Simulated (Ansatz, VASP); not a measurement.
# KCl: VASP beside Ansatz

File POSCAR:

```
KCl
1.0
    3.1464700000      3.1464700000      0.0000000000
   -3.1464700000      3.1464700000      0.0000000000
    0.0000000000      3.1464700000      3.1464700000
K Cl
1 1
Direct
    0.0000000000      0.0000000000      0.0000000000
    0.5000000000      0.5000000000      0.0000000000
```

Contents of INCAR.step1:

```
SYSTEM = KCl
PREC     = Accurate       ! precision mode
ENCUT    = 520            ! plane-wave cutoff, eV
ISMEAR   = 0              ! smearing method
SIGMA    = 0.01           ! smearing width, eV
LREAL    = .False.        ! projectors in reciprocal space
LASPH    = .True.         ! aspherical terms in the spheres
NELM     = 80             ! most SCF steps
NBANDS   = 15             ! bands
GGA      = PE             ! functional
ALGO     = Normal         ! electronic algorithm
EDIFF    = 1E-4           ! SCF threshold, eV
LWAVE    = .True.         ! write WAVECAR
LCHARG   = .False.        ! write CHGCAR
```

The input INCAR.step2:

```
SYSTEM = KCl
PREC     = Accurate       ! precision mode
ENCUT    = 520            ! plane-wave cutoff, eV
EDIFF    = 1E-6           ! SCF threshold, eV
ISMEAR   = 0              ! smearing method
SIGMA    = 0.01           ! smearing width, eV
LREAL    = .False.        ! projectors in reciprocal space
LASPH    = .True.         ! aspherical terms in the spheres
NELM     = 80             ! most SCF steps
ALGO     = Normal         ! electronic algorithm
ISIF     = 2              ! what is computed and relaxed
LWAVE    = .False.        ! write WAVECAR
LCHARG   = .False.        ! write CHGCAR
METAGGA  = R2SCAN         ! meta-GGA
LMIXTAU  = .True.       
NBANDS   = 15             ! bands
ISTART   = 1
```

File KPOINTS:

```
regular mesh
0
Gamma
  6 6 6
  0 0 0
```

Input for Ansatz:

```yaml
crystal:
  lattice:
    - [3.14647, 3.14647, 0.0]
    - [-3.14647, 3.14647, 0.0]
    - [0.0, 3.14647, 3.14647]
  atoms:
    - { symbol: K, position: [0.0, 0.0, 0.0] }
    - { symbol: Cl, position: [0.5, 0.5, 0.0] }
kpoints:
  mp_grid: { grid: [6, 6, 6] }
scf:
  occupations: { method: fixed }
hamiltonian:
  xc: r2scan
  pseudopotentials: { kind: paw }
output:
  eigenstates:
    kpoints:
      - [0.0, 0.0, 0.0]
      - [0.002503881, -0.002503881, 0.0]
      - [0.005007763, -0.005007763, 0.0]
      - [0.010015525, -0.010015525, 0.0]
      - [0.002503881, 0.002503881, 0.002503881]
      - [0.005007763, 0.005007763, 0.005007763]
      - [0.010015525, 0.010015525, 0.010015525]
      - [0.0, 0.0, 0.002503881]
      - [0.0, 0.0, 0.005007763]
      - [0.0, 0.0, 0.010015525]
      - [0.003541023, 0.0, 0.001770511]
      - [0.007082046, 0.0, 0.003541023]
      - [0.014164091, 0.0, 0.007082046]
      - [0.002891233, 0.0, 0.002891233]
      - [0.005782466, 0.0, 0.005782466]
      - [0.011564932, 0.0, 0.011564932]
      - [0.00204441, 0.0, -0.001022205]
      - [0.004088821, 0.0, -0.00204441]
      - [0.008177642, 0.0, -0.004088821]
      - [0.0, 0.0, 0.0]
      - [0.002503881, -0.002503881, 0.0]
      - [0.005007763, -0.005007763, 0.0]
      - [0.010015525, -0.010015525, 0.0]
      - [0.002503881, 0.002503881, 0.002503881]
      - [0.005007763, 0.005007763, 0.005007763]
      - [0.010015525, 0.010015525, 0.010015525]
      - [0.0, 0.0, 0.002503881]
      - [0.0, 0.0, 0.005007763]
      - [0.0, 0.0, 0.010015525]
      - [0.003541023, 0.0, 0.001770511]
      - [0.007082046, 0.0, 0.003541023]
      - [0.014164091, 0.0, 0.007082046]
      - [0.002891233, 0.0, 0.002891233]
      - [0.005782466, 0.0, 0.005782466]
      - [0.011564932, 0.0, 0.011564932]
      - [0.00204441, 0.0, -0.001022205]
      - [0.004088821, 0.0, -0.00204441]
      - [0.008177642, 0.0, -0.004088821]
    de_dk: true
    e_range: [-3, 8.825754148827]
checkpoint:
  read: ck
```

Alike in both runs: task single point; functional r2SCAN; k mesh 6 × 6 × 6; no spin polarisation.

```csv
,VASP,Ansatz
version,VASP 6.6.1,Ansatz 0.2.0
potentials or method,"VASP PAW PBE potentials, release 64 (K_sv, Cl)","PAW with Ansatz's default frozen-core files, scalar-relativistic"
plane-wave cutoff (eV),520,500
occupations,"gaussian, width 0.01 eV",fixed
valence electrons in the cell,16,16
```

```tsv
	VASP	Ansatz	Ansatz less VASP
gap on the k mesh at the Fermi level (eV)	5.83	5.83	-0.004
```

VASP's potentials were made for PBE, not for r2SCAN.
